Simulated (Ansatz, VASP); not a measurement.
AlN in VASP and in Ansatz

INCAR

```
  ALGO = Normal
  EDIFF = 1E-6
  EDIFFG = -0.01
  ENCUT = 600
  GGA = PE
  IBRION = 2
  ISIF = 3
  ISMEAR = 0
  IVDW = 12
  LASPH = True
  LCHARG = False
  LREAL = False
  LWAVE = False
  NELM = 60
  NSW = 60
  PREC = Accurate
  SIGMA = 0.01
```

Contents of KPOINTS:

```
k-points
0
Gamma
  8 8 8
```

Contents of POSCAR:

```
AlN
1.0
    0.0000000000      2.1839940000      2.1839940000
    2.1839940000      0.0000000000      2.1839940000
    2.1839940000      2.1839940000      0.0000000000
Al N
1 1
Direct
    0.0000000000      0.0000000000      0.0000000000
    0.7500000000      0.7500000000      0.7500000000
```

Input for Ansatz:

```yaml
crystal:
  lattice:
    - [0.0, 2.183994, 2.183994]
    - [2.183994, 0.0, 2.183994]
    - [2.183994, 2.183994, 0.0]
  atoms:
    - { symbol: Al, position: [0.0, 0.0, 0.0] }
    - { symbol: "N", position: [0.75, 0.75, 0.75] }
basis:
  ecutwfc: 571.4391111657479
kpoints:
  mp_grid:
    grid: [8, 8, 8]
hamiltonian:
  xc: pbe
  dispersion: d3bj
scf:
  occupations:
    method: fixed
relax:
  max_steps: 40
  cell: {}
```

Alike in both runs: task relaxation of cell and atoms; functional PBE; dispersion D3(BJ); k mesh 8 × 8 × 8; no spin polarisation.

|  | VASP | Ansatz |
| --- | --- | --- |
| version | VASP 6.6.1 | Ansatz 0.2.0 |
| potentials or method | VASP PAW PBE potentials, release 64 (Al, N), cutoff 600 eV | plane waves, PAW |
| occupations | gaussian, width 0.01 eV | fixed |
| valence electrons in the cell | 8 | 8 |

```csv
,VASP,Ansatz,Ansatz less VASP
relaxed volume (Å³/atom),10.43,10.45,+0.019
relaxed cell length with the largest relative difference (Å),3.090,3.092,+0.0019
```
